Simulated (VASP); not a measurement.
Runs of VASP 6.6.1 on CuAu3. The structure is that of space group Pm-3m (No. 221), or close to it. The cells are those of the table. 

| task | cell | gap on the mesh (eV) | pressure (GPa) |
| --- | --- | --- | --- |
| relaxation of the atoms | atoms relaxed from a = 3.985 Å, 4 atoms | none | 3.7 |
| single point | a = 4.038 Å, 4 atoms | none | -2.6 |
| single point | a = 4.090 Å, 4 atoms | none | -7.5 |
| single point | a = 4.012 Å, 4 atoms | none | (b) |
| single point | a = 3.985 Å, 4 atoms | none | 3.7 |
| single point | a = 4.064 Å, 4 atoms | none | (a) |
| single point | a = 3.930 Å, 4 atoms | none | 11.9 |
| single point | a = 3.957 Å, 4 atoms | none | 7.5 |

Alike in all rows: level r2SCAN; potentials or basis VASP PAW PBE potentials, release 64 (Cu, Au); no spin polarisation; k mesh 8 × 8 × 8; cutoff (eV) 520; smearing fermi-dirac 0.1 eV.

Problem. Estimate the missing entries.

Solution. (a) -5.2; (b) 0.3.

Caveats: the PAW data sets were made with another functional, which shifts forces and pressure a little; spin-orbit coupling is left out, which moves the levels of the heavy elements; the cell stands under pressure (at least some runs); the cell stands under tension (at least some runs); the relaxation stopped at its first step, so nothing moved (at least some runs).

A k mesh can miss the band edges, and the runs leave out spin-orbit coupling on Au.

A gap of «none» marks levels without a gap at the run's occupations.
